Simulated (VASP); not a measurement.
# CsLiCr2Te2S3 (C2/m) in VASP: further runs

The runs below take CsLiCr2Te2S3 through band structure, single point, optical spectrum, electric field gradients, with PBE.

Everything below comes from runs of VASP 6.6.1. Logs are shortened: lines on timing, memory, paths and dates and some standing lists are left out, and cuts for length are marked.

## (1) The cell of the first run

The structure is monoclinic, space group C2/m (No. 12). Conventional cell: a = 14.579 Å, b = 4.209 Å, c = 7.709 Å, α = 90.00°, β = 109.04°, γ = 90.00°. Cs (site symmetry 2/m) has 6 S at 3.84 to 3.85 Å and 6 Te at 4.08 to 4.23 Å and 2 Cs at 4.21 Å and 4 Cr at 4.27 to 4.78 Å and 4 Li at 4.39 Å within 5.0 Å. Within 2.8 Å of Li (site symmetry 2/m) lie 4 S at 2.10 to 2.75 Å. Cr (site symmetry m) has 4 S at 2.33 to 2.46 Å and 2 Te at 2.84 Å and 2 Li at 3.18 Å within 3.2 Å. Te (site symmetry m) has 2 Cr at 2.84 Å and 1 Li at 3.10 Å and 5 S at 3.19 to 3.75 Å and 2 Te at 3.39 Å within 3.8 Å. Within 3.3 Å of S (site symmetry m) lie 3 Cr at 2.33 to 2.46 Å and 1 Li at 2.75 Å and 1 Te at 3.19 Å and 2 S at 3.27 Å. S (site symmetry 2/m) has 2 Li at 2.10 Å and 2 Cr at 2.38 Å within 2.8 Å.

## (2) Band structure, PBE, collinear spin, ferromagnetic start

Input file POSCAR:

```
CsLiCr2Te2S3
1.0
    7.2895900000     -2.1043300000      0.0177200000
    7.2895900000      2.1043300000      0.0177200000
   -2.5331500000      0.0000000000      7.2810000000
Cs Li Cr Te S
1 1 2 2 3
Direct
    0.5000000000      0.5000000000      0.0000000000
    0.0000000000      0.0000000000      0.5000000000
    0.3287000000      0.3287000000      0.4330000000
    0.6713000000      0.6713000000      0.5670000000
    0.8067200000      0.8067200000      0.1742700000
    0.1932800000      0.1932800000      0.8257300000
    0.1635800000      0.1635800000      0.3971300000
    0.8364200000      0.8364200000      0.6028700000
    0.5000000000      0.5000000000      0.5000000000
```

Input file INCAR.step1:

```
ALGO = Normal ; EDIFF = 1E-6
ENCUT = 520 ; GGA = PE
ISIF = 2 ; ISMEAR = -1
ISPIN = 2 ; KPAR = 4
LASPH = T ; LCHARG = T
LMAXMIX = 4 ; LORBIT = 11
LREAL = F ; LWAVE = F
MAGMOM = 0 0 3 3 0 0 0 0 0 ; NELM = 120
PREC = Accurate ; SIGMA = 0.05
```

Input file KPOINTS.step1:

```
k-points
0
Gamma
  7 7 4
```

Input file INCAR.step2:

```
ALGO = Normal ; EDIFF = 1E-6
ENCUT = 520 ; GGA = PE
ICHARG = 11 ; ISIF = 2
ISMEAR = 0 ; ISPIN = 2
KPAR = 4 ; LASPH = T
LCHARG = F ; LMAXMIX = 4
LORBIT = 11 ; LREAL = F
LWAVE = F ; MAGMOM = 0 0 3 3 0 0 0 0 0
NELM = 120 ; PREC = Accurate
SIGMA = 0.05
```

Input file KPOINTS.step2:

```
path GYFLI,I1ZF1,YX1,XGN,MG
10
line-mode
reciprocal
 0.0000000000  0.0000000000  0.0000000000  G
 0.5000000000  0.5000000000  1.0000000000  Y

 0.5000000000  0.5000000000  1.0000000000  Y
-1.0782176501 -1.0782176501  2.2171354669  F

-1.0782176501 -1.0782176501  2.2171354669  F
 0.5000000000  0.5000000000  0.5000000000  L

 0.5000000000  0.5000000000  0.5000000000  L
 0.2877035459  0.7122964541  0.5000000000  I

-0.2877035459  0.2877035459 -0.5000000000  I1
 0.0000000000  0.0000000000 -0.5000000000  Z

 0.0000000000  0.0000000000 -0.5000000000  Z
 2.0782176501  2.0782176501 -1.2171354669  F1

 0.5000000000  0.5000000000  1.0000000000  Y
 0.3854813254  0.6145186746  1.0000000000  X1

-0.3854813254  0.3854813254  0.0000000000  X
 0.0000000000  0.0000000000  0.0000000000  G

 0.0000000000  0.0000000000  0.0000000000  G
 0.0000000000  0.5000000000  0.5000000000  N

 0.0000000000  0.5000000000  0.0000000000  M
 0.0000000000  0.0000000000  0.0000000000  G
```

Potentials or basis: VASP PAW PBE potentials, release 64 (Cs_sv, Li_sv, Cr_pv, Te, S).

The run is started by

```sh
$ cat potpaw_PBE.64/Cs_sv/POTCAR potpaw_PBE.64/Li_sv/POTCAR potpaw_PBE.64/Cr_pv/POTCAR potpaw_PBE.64/Te/POTCAR potpaw_PBE.64/S/POTCAR > POTCAR
$ cp INCAR.step1 INCAR
$ cp KPOINTS.step1 KPOINTS
$ mpirun -np 4 vasp_std > vasp.out
$ cp INCAR.step2 INCAR
$ cp KPOINTS.step2 KPOINTS
$ mpirun -np 4 vasp_std > vasp.out
```

OUTCAR:

```text
EDIFF = 1E-6
   ENCUT = 520
   GGA = PE
   ICHARG = 11
   ISIF = 2
   ISMEAR = 0
   ISPIN = 2
   LASPH = T
   LORBIT = 11
   LREAL = F
   NELM = 120
   PREC = Accurate

 ion  position               nearest neighbor table
   1  0.500  0.500  0.000-
   2  0.000  0.000  0.500-   9 2.10   9 2.10   5 3.10   6 3.10
   3  0.329  0.329  0.433-   7 2.33   9 2.38   8 2.46   8 2.46   5 2.84   5 2.84
   4  0.671  0.671  0.567-   8 2.33   9 2.38   7 2.46   7 2.46   6 2.84   6 2.84
   5  0.807  0.807  0.174-   3 2.84   3 2.84   2 3.10   8 3.19   6 3.39   6 3.39
   6  0.193  0.193  0.826-   4 2.84   4 2.84   2 3.10   7 3.19   5 3.39   5 3.39
   7  0.164  0.164  0.397-   3 2.33   4 2.46   4 2.46   6 3.19
   8  0.836  0.836  0.603-   4 2.33   3 2.46   3 2.46   5 3.19
   9  0.500  0.500  0.500-   2 2.10   2 2.10   3 2.38   4 2.38

  LATTYP: Found a base centered monoclinic cell.
 ALAT       =    14.5792230748
 B/A-ratio  =     0.2886751906
 C/A-ratio  =     0.5287711959
 COS(beta)  =    -0.3262964791

  Lattice vectors:

 A1 = (   7.2895900000,  -2.1043300000,   0.0177200000)
 A2 = (   7.2895900000,   2.1043300000,   0.0177200000)
 A3 = (  -2.5331500000,   0.0000000000,   7.2810000000)

Analysis of symmetry for initial positions (statically):
=====================================================================
 Subroutine PRICEL returns:
 Original cell was already a primitive cell.

 Routine SETGRP: Setting up the symmetry group for a
 base centered monoclinic supercell.

 Subroutine GETGRP returns: Found  4 space group operations
 (whereof  4 operations were pure point group operations)
 out of a pool of  4 trial point group operations.

The static configuration has the point symmetry C_2h.

Analysis of symmetry for dynamics (positions and initial velocities):
=====================================================================
 Subroutine PRICEL returns:
 Original cell was already a primitive cell.

 Routine SETGRP: Setting up the symmetry group for a
 base centered monoclinic supercell.

 Subroutine GETGRP returns: Found  4 space group operations
 (whereof  4 operations were pure point group operations)
 out of a pool of  4 trial point group operations.

The dynamic configuration has the point symmetry C_2h.

Analysis of structural, dynamic, and magnetic symmetry:
=====================================================================
 Subroutine PRICEL returns:
 Original cell was already a primitive cell.

 Routine SETGRP: Setting up the symmetry group for a
 base centered monoclinic supercell.

 Subroutine GETGRP returns: Found  4 space group operations
 (whereof  4 operations were pure point group operations)
 out of a pool of  4 trial point group operations.

The overall configuration has the point symmetry C_2h.

 Subroutine INISYM returns: Found  4 space group operations
 (whereof  4 operations are pure point group operations),
 and found     1 'primitive' translations

----------------------------------------------------------------------------------------

                                     Primitive cell

  volume of cell :     223.5657

  direct lattice vectors                    reciprocal lattice vectors
     7.289590000 -2.104330000  0.017720000     0.068533003 -0.237605319  0.023843480
     7.289590000  2.104330000  0.017720000     0.068533003  0.237605319  0.023843480
    -2.533150000  0.000000000  7.281000000    -0.000333582  0.000000000  0.137227714

  length of vectors
     7.587268357  7.587268357  7.709073221     0.248438265  0.248438265  0.137228120

  position of ions in fractional coordinates (direct lattice)
     0.500000000  0.500000000  1.000000000
     0.000000000  0.000000000  0.500000000
     0.328700000  0.328700000  0.433000000
     0.671300000  0.671300000  0.567000000
     0.806720000  0.806720000  0.174270000
     0.193280000  0.193280000  0.825730000
     0.163580000  0.163580000  0.397130000
     0.836420000  0.836420000  0.602870000
     0.500000000  0.500000000  0.500000000

  ion indices of the primitive-cell ions
   primitive index   ion index
                 1           1
                 2           2
                 3           3
                 4           4
                 5           5
                 6           6
                 7           7
                 8           8
                 9           9

[... 25 lines left out ...]
  0.166667  0.166667  0.333333      0.010000
  0.222222  0.222222  0.444444      0.010000
  0.277778  0.277778  0.555556      0.010000
[... 16 lines left out ...]
 -0.727503 -0.727503  1.835550      0.010000
 -0.552145 -0.552145  1.644757      0.010000
 [... further k-points ...]
   k-points           NKPTS =    100   k-points in BZ     NKDIM =    100   number of bands    NBANDS=     42
   number of dos      NEDOS =    301   number of ions     NIONS =      9
   total plane-waves  NPLWV = 188160
   dimension x,y,z NGX =    56 NGY =   56 NGZ =   60
   dimension x,y,z NGXF=   112 NGYF=  112 NGZF=  120
   ions per type =               1   1   2   2   3
   NGX,Y,Z   is equivalent  to a cutoff of  12.27, 12.27, 12.94 a.u.
   NGXF,Y,Z  is equivalent  to a cutoff of  24.54, 24.54, 25.88 a.u.
 SYSTEM =  unknown system
   PREC   = accura    normal or accurate (medium, high low for compatibility)
   ISTART =      0    job   : 0-new  1-cont  2-samecut
   ICHARG =     11    charge: 1-file 2-atom 10-const
   ISPIN  =      2    spin polarized calculation?
   LNONCOLLINEAR =      F non collinear calculations
   LSORBIT =      F    spin-orbit coupling
   LASPH  =      T    aspherical Exc in radial PAW
   ENCUT  =  520.0 eV  38.22 Ry    6.18 a.u.  14.11 14.11 14.33*2*pi/ulx,y,z
   NELM   =    120;   NELMIN=  2; NELMDL=  0     # of ELM steps
   EDIFF  = 0.1E-05   stopping-criterion for ELM
   LREAL  =      F    real-space projection
   EDIFFG = 0.1E-04   stopping-criterion for IOM
   NSW    =      0    number of steps for IOM
   IBRION =     -1    ionic relax: 0-MD 1-quasi-New 2-CG
   NFREE  =      0    steps in history (QN), initial steepest desc. (CG)
   ISIF   =      2    stress and relaxation
   ISYM   =      2    0-nonsym 1-usesym 2-fastsym
   POTIM  = 0.5000    time-step for ionic-motion
   TEBEG  =    0.0;   TEEND  =   0.0 temperature during run
   PSTRESS=    0.0 pullay stress
   NELECT =      66.0000    total number of electrons
   NUPDOWN=      -1.0000    fix difference up-down
   EMIN   =  10.00;   EMAX   =-10.00  energy-range for DOS
   EFERMI =   0.00;   METHOD = LEGACY
   ISMEAR =     0;   SIGMA  =   0.05  broadening in eV -4-tet -1-fermi 0-gaus
   EFERMI_NEDOS =   21; number of points for ismear=-14 and -15
   IALGO  =     38    algorithm
   IMIX   =      4    mixing-type and parameters
     AMIX     =   0.40;   BMIX     =  1.00
     AMIX_MAG =   1.60;   BMIX_MAG =  1.00
  volume/ion in A,a.u.               =      24.84       167.63
  Fermi-wavevector in a.u.,A,eV,Ry     =   1.090070  2.059934 16.167162  1.188253
  Thomas-Fermi vector in A             =   2.226287
   LORBIT       =     11    0 simple, 1 ext, 2 COOP (PROOUT), +10 PAW based schemes
   GGA     = PE    functional components
   LHFCALC =     F    Hartree Fock is set to
   AEXX    =    0.0000 exact exchange contribution
   IVDW    =     0    specifies the selected vdW correction
   LEPSILON=     F    determine dielectric tensor
   LRPA    =     F    only Hartree local field effects (RPA)
 spin polarized calculation
 Gauss-broadening in eV      SIGMA  =   0.05
  energy-cutoff  :      520.00
  volume of cell :      223.57
 maximum number of plane-waves:      6041

 number of electron      65.9999991 magnetization       5.2385832

 Free energy of the ion-electron system (eV)
  ---------------------------------------------------
  ext. energy  EPLUGINS =         0.00000000
  ---------------------------------------------------
  free energy    TOTEN  =       -44.03986638 eV

  energy without entropy =      -44.03497433  energy(sigma->0) =      -44.03742036

 E-fermi :   4.3218     XC(G=0):  -9.1777

 val. band max:        4.3143131988   @ k =   0.1111   0.1111   0.2222
 cond. band min:       4.3225320970   @ k =  -0.2238   0.2238  -0.5000
 fundamental gap:      0.0082188982
 Fermi energy:         4.3217963625

 spin component 1

 k-point     1 :       0.0000    0.0000    0.0000
  band No.  band energies     occupation
      1     -40.8990      1.00000
      2     -39.9400      1.00000
      3     -39.9354      1.00000
      4     -39.8991      1.00000
      5     -39.8938      1.00000
      6     -39.8812      1.00000
[... 1069 lines left out ...]
     41       6.5625      0.00000
     42       7.6485      0.00000

 [... further k-points ...]

 spin component 2

 k-point     1 :       0.0000    0.0000    0.0000
  band No.  band energies     occupation
      1     -40.8923      1.00000
      2     -37.1192      1.00000
      3     -37.1112      1.00000
      4     -37.0814      1.00000
      5     -37.0751      1.00000
      6     -36.9141      1.00000
[... 1069 lines left out ...]
     41       7.5746      0.00000
     42       7.8386      0.00000

 [... further k-points ...]

------------------------ aborting loop because EDIFF is reached ----------------------------------------

  FORCE on cell =-STRESS in cart. coord.  units (eV):
  Direction    XX          YY          ZZ          XY          YZ          ZX
  --------------------------------------------------------------------------------------
  -------------------------------------------------------------------------------------
  Total        1.9981555      8.4556528      3.5074606      0.0000000      0.0000000     -0.0273367
  in kB       14.3197276     60.5972072     25.1361213      0.0000000      0.0000000     -0.1959079
  external PRESSURE =      33.3510187 kB  Pullay stress =       0.0000000 kB

 VOLUME and BASIS-vectors are now :
 -----------------------------------------------------------------------------
  energy-cutoff  :      520.00
  volume of cell :      223.57
      direct lattice vectors                 reciprocal lattice vectors
     7.289590000 -2.104330000  0.017720000     0.068533003 -0.237605319  0.023843480
     7.289590000  2.104330000  0.017720000     0.068533003  0.237605319  0.023843480
    -2.533150000  0.000000000  7.281000000    -0.000333582  0.000000000  0.137227714

 POSITION                                       TOTAL-FORCE (eV/Angst)
 -----------------------------------------------------------------------------------
      7.28959      0.00000      0.01772        -0.000000      0.000000      0.000000
     -1.26658      0.00000      3.64050        -0.000000      0.000000      0.000000
      3.69532      0.00000      3.16432        -0.151131      0.000000     -0.102911
      8.35071      0.00000      4.15212         0.151131      0.000000      0.102911
     11.31986      0.00000      1.29745        -0.150847      0.000000      0.220763
      0.72617      0.00000      6.01899         0.150847      0.000000     -0.220763
      1.37887      0.00000      2.89730         0.054003      0.000000      0.083837
     10.66716      0.00000      4.41914        -0.054003      0.000000     -0.083837
      6.02301      0.00000      3.65822        -0.000000     -0.000000      0.000000
 -----------------------------------------------------------------------------------
    total drift:                                0.000000      0.000000     -0.000000

  FREE ENERGIE OF THE ION-ELECTRON SYSTEM (eV)
  ---------------------------------------------------
  free  energy   TOTEN  =       -44.0398663830 eV

  energy  without entropy=      -44.0349743334  energy(sigma->0) =      -44.03742036

 total charge

# of ion       s       p       d       tot
------------------------------------------
    1        1.833   4.726   0.026   6.585
    2        2.020   0.102   0.000   2.123
    3        0.249   6.237   4.092  10.579
    4        0.249   6.237   4.092  10.579
    5        1.384   1.947   0.025   3.355
    6        1.384   1.947   0.025   3.355
    7        1.342   2.385   0.000   3.727
    8        1.342   2.385   0.000   3.727
    9        1.334   2.534   0.000   3.868
--------------------------------------------------
tot         11.138  28.501   8.260  47.899

 magnetization (x)

# of ion       s       p       d       tot
------------------------------------------
    1        0.000  -0.001   0.000  -0.001
    2        0.001   0.004   0.000   0.005
    3        0.043   0.030   2.784   2.857
    4        0.043   0.030   2.784   2.857
    5        0.001  -0.129   0.003  -0.124
    6        0.001  -0.129   0.003  -0.124
    7       -0.005  -0.134   0.000  -0.139
    8       -0.005  -0.134   0.000  -0.139
    9       -0.002  -0.005   0.000  -0.007
--------------------------------------------------
tot          0.077  -0.467   5.575   5.185
```

Wall time 17 min (4 MPI ranks of Intel Xeon Platinum 8488C (Sapphire Rapids), shared host); peak memory 1.6 GiB.

What came out:

```yaml
Band_gap_along_the_path: zero within the smearing
Net_moment: 5.24 μB per cell
```

Levels at the corners of the path, in eV from the Fermi level:
Spin up:
```csv
point,band 31,band 32,band 33,band 34,band 35,band 36,band 37,band 38,band 39,band 40
Γ,-0.89,-0.59,-0.54,-0.32,-0.19,0.13,1.02,1.21,1.41,2.22
Y,-0.86,-0.71,-0.45,-0.31,-0.07,0.28,0.98,1.46,1.49,1.97
Y,-0.86,-0.71,-0.45,-0.31,-0.07,0.28,0.98,1.46,1.49,1.97
F,-0.85,-0.60,-0.43,-0.34,-0.33,0.18,0.92,1.09,1.46,2.08
F,-0.85,-0.60,-0.43,-0.34,-0.33,0.18,0.92,1.09,1.46,2.08
L,-0.91,-0.80,-0.37,-0.28,-0.21,0.34,1.01,1.20,1.51,2.17
L,-0.91,-0.80,-0.37,-0.28,-0.21,0.34,1.01,1.20,1.51,2.17
I,-1.17,-0.92,-0.86,-0.50,-0.45,-0.07,-0.01,0.92,1.53,1.53
I1,-1.17,-0.92,-0.86,-0.50,-0.45,-0.07,-0.01,0.92,1.53,1.53
Z,-0.93,-0.62,-0.58,-0.26,-0.22,0.10,0.49,1.02,1.48,1.70
Z,-0.93,-0.62,-0.58,-0.26,-0.22,0.10,0.49,1.02,1.48,1.70
F1,-0.85,-0.60,-0.43,-0.34,-0.33,0.18,0.92,1.09,1.46,2.08
Y,-0.86,-0.71,-0.45,-0.31,-0.07,0.28,0.98,1.46,1.49,1.97
X1,-0.89,-0.86,-0.82,-0.32,-0.16,0.04,0.37,1.19,1.21,2.18
X,-0.89,-0.86,-0.82,-0.32,-0.16,0.04,0.37,1.19,1.21,2.18
Γ,-0.89,-0.59,-0.54,-0.32,-0.19,0.13,1.02,1.21,1.41,2.22
Γ,-0.89,-0.59,-0.54,-0.32,-0.19,0.13,1.02,1.21,1.41,2.22
N,-1.15,-1.06,-0.75,-0.49,-0.40,-0.25,0.13,1.11,1.26,1.46
M,-1.08,-0.83,-0.81,-0.51,-0.49,-0.34,0.00,1.13,1.51,1.57
Γ,-0.89,-0.59,-0.54,-0.32,-0.19,0.13,1.02,1.21,1.41,2.22
```
Spin down:
```
point  band 28  band 29  band 30  band 31  band 32  band 33
    Γ    -0.93    -0.69    -0.09     0.78     1.05     1.50
    Y    -1.15    -0.47    -0.12     0.48     1.42     1.76
    Y    -1.15    -0.47    -0.12     0.48     1.42     1.76
    F    -1.00    -0.35    -0.25     0.67     1.10     1.54
    F    -1.00    -0.35    -0.25     0.67     1.10     1.54
    L    -1.40    -0.59     0.05     0.77     1.55     1.78
    L    -1.40    -0.59     0.05     0.77     1.55     1.78
    I    -1.17    -0.82    -0.35    -0.29     1.40     1.53
   I1    -1.17    -0.82    -0.35    -0.29     1.40     1.53
    Z    -0.94    -0.69    -0.07     0.39     1.06     1.57
    Z    -0.94    -0.69    -0.07     0.39     1.06     1.57
   F1    -1.00    -0.35    -0.25     0.67     1.10     1.54
    Y    -1.15    -0.47    -0.12     0.48     1.42     1.76
   X1    -0.79    -0.67    -0.27     0.17     1.36     1.78
    X    -0.79    -0.67    -0.27     0.17     1.36     1.78
    Γ    -0.93    -0.69    -0.09     0.78     1.05     1.50
    Γ    -0.93    -0.69    -0.09     0.78     1.05     1.50
    N    -1.07    -1.03    -0.52     0.04     1.41     1.54
    M    -1.29    -0.74    -0.67    -0.28     1.28     1.56
    Γ    -0.93    -0.69    -0.09     0.78     1.05     1.50
```

Caveat: the cutoff is under 1.25 times the usual one of these potentials, so pressure, stress and relaxed cells hold a basis-set (Pulay) error; the log is that of the step along the path at fixed density, whose energy, stress, charges and moments have no meaning; spin-orbit coupling is left out, which moves the levels of the heavy elements; only a ferromagnetic start was run, and an antiferromagnetic order may lie lower in energy.

(Part 1 of 3 ends here.)
